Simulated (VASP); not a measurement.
A run of VASP 6.6.1 is set up as follows.

File POSCAR:

```
MgTlBr3
1.0
    5.4985437928      0.0000000000      0.0000000000
    0.0000000000      5.4985437928      0.0000000000
    0.0000000000      0.0000000000      5.1586331392
Tl Mg Br
1 1 3
Direct
    0.0000000000      0.0000000000      0.0000000000
    0.5000000000      0.5000000000      0.5000000000
    0.5000000000      0.5000000000      0.0000000000
    0.5000000000      0.0000000000      0.5000000000
    0.0000000000      0.5000000000      0.5000000000
```

Contents of INCAR.step1:

```
PREC     = Accurate       # precision mode
ENCUT    = 520            # plane-wave cutoff, eV
ISMEAR   = 0              # smearing method
SIGMA    = 0.01           # smearing width, eV
LREAL    = False          # projectors in reciprocal space
LASPH    = True           # aspherical terms in the spheres
NELM     = 100            # most SCF steps
NBANDS   = 26             # bands
GGA      = PE             # functional
ALGO     = Normal         # electronic algorithm
EDIFF    = 1E-4           # SCF threshold, eV
LWAVE    = True           # write WAVECAR
LCHARG   = False          # write CHGCAR
```

INCAR.step2

```
PREC     = Accurate       # precision mode
ENCUT    = 520            # plane-wave cutoff, eV
EDIFF    = 1E-6           # SCF threshold, eV
ISMEAR   = 0              # smearing method
SIGMA    = 0.01           # smearing width, eV
LREAL    = False          # projectors in reciprocal space
LASPH    = True           # aspherical terms in the spheres
NELM     = 100            # most SCF steps
ALGO     = Normal         # electronic algorithm
ISIF     = 2              # what is computed and relaxed
LWAVE    = False          # write WAVECAR
LCHARG   = False          # write CHGCAR
METAGGA  = R2SCAN         # meta-GGA
LMIXTAU  = True         
NBANDS   = 26             # bands
ISTART   = 1
```

The input KPOINTS:

```
Automatic mesh
0
Gamma
  6 6 6
```

Potentials or basis: VASP PAW PBE potentials, release 64 (Tl_d, Mg, Br).

Command:

```bash
$ cat potpaw_PBE.64/Tl_d/POTCAR potpaw_PBE.64/Mg/POTCAR potpaw_PBE.64/Br/POTCAR > POTCAR
$ cp INCAR.step1 INCAR
$ mpirun -np 1 vasp_std > vasp.out
$ cp INCAR.step2 INCAR
$ mpirun -np 1 vasp_std > vasp.out
```

Problem. What does it give for the pressure?

Solution. -1.4 GPa.

Problem. Estimate the band gap on the k mesh.

Solution. 3.40 eV (least direct gap 3.98 eV).

Stress tensor (GPa, compression positive):
```
-2.06  0.00  0.00
 0.00 -2.06  0.00
 0.00  0.00 -0.15
```

Caveat: the cell differs from its parent crystal (epitaxial xy strain +4.0%); the PAW data sets were made with another functional, which shifts forces and pressure a little; spin-orbit coupling is left out, which moves the levels of the heavy elements. A k mesh can miss the band edges.
